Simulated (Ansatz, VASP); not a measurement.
One calculation of SiO2, two programs

```
CELL_PARAMETERS angstrom
4.23588 0.00000 0.00000
0.00000 4.03806 0.00000
0.00000 0.00000 2.68977
ATOMIC_POSITIONS crystal
Si 0.50000 0.50000 0.50000
Si 0.00000 0.00000 0.00000
O 0.66507 0.72096 0.00000
O 0.16507 0.77904 0.50000
O 0.33493 0.27904 0.00000
O 0.83493 0.22096 0.50000
```

Change from the starting cell: mode 4 frozen in at -0.167 Å, normal strain along y -0.0467.

Alike in both runs: task single point; functional PBE; k mesh 6 × 6 × 8; occupations gaussian, width 0.05 eV; no spin polarisation.

|  | VASP | Ansatz |
| --- | --- | --- |
| version | VASP 6.6.1 | Ansatz 0.2.0 |
| potentials or method | VASP PAW PBE potentials, release 64 (Si, O), cutoff 520 eV | scalar-relativistic, plane waves, PAW |
| valence electrons in the cell | 32 | 32 |

```tsv
	VASP	Ansatz	Ansatz less VASP
gap on the k mesh at the Fermi level (eV)	6.04	6.06	+0.019
least direct gap on the mesh (eV)	6.04	6.06	+0.019
pressure (GPa)	12.6	12.3	-0.28
traceless stress, the component that is largest in VASP (GPa)	-6.16	-6.65	-0.495
rms of the force components (eV/Å)	0.308	0.300	-0.0076
```

Atom by atom the forces differ by 0.008 eV/Å (rms over components). The functional is the same, so the differences come from potentials, cutoffs and numerics.
